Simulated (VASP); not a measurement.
Runs of VASP 6.6.1 on MoS2. The structure is that of space group R3m (No. 160), or close to it. The cells are those of the table. 

```csv
cell,gap on the mesh (eV),pressure (GPa),largest force (eV/Å)
"a = 5.418 Å, angles 32.1°, 3 atoms",none,71.5,7.28
"a = 7.076 Å, angles 24.4°, 3 atoms",0.76,-5.7,2.51
"a = 5.842 Å, angles 30.5°, 3 atoms",(b),26.3,3.05
"a = 6.658 Å, angles 26.0°, 3 atoms",(a),4.3,0.95
"a = 5.463 Å, angles 34.4°, 3 atoms",none,22.7,3.94
"a = 5.870 Å, angles 32.0°, 3 atoms",none,5.3,1.62
"a = 5.432 Å, angles 32.9°, 3 atoms",none,51.8,5.99
"a = 5.478 Å, angles 35.2°, 3 atoms",none,12.4,3.21
```

Alike in all rows: task single point; level PBE+D3(BJ); potentials or basis VASP PAW PBE potentials, release 64 (Mo_sv, S); no spin polarisation; k mesh 12 × 12 × 12; cutoff (eV) 520; smearing gaussian 0.05 eV.

Problem. Fill in the values left out.

Solution. (a) 1.06; (b) 0.19.

Caveats: the cell stands under pressure (at least some runs); forces of over 1 eV/Å act on the atoms, so gaps and moduli don't describe the material at rest (at least some runs); the cell stands under tension (at least some runs).

A k mesh can miss the band edges, and the runs leave out spin-orbit coupling on Mo.

A gap of «none» marks levels without a gap at the run's occupations.
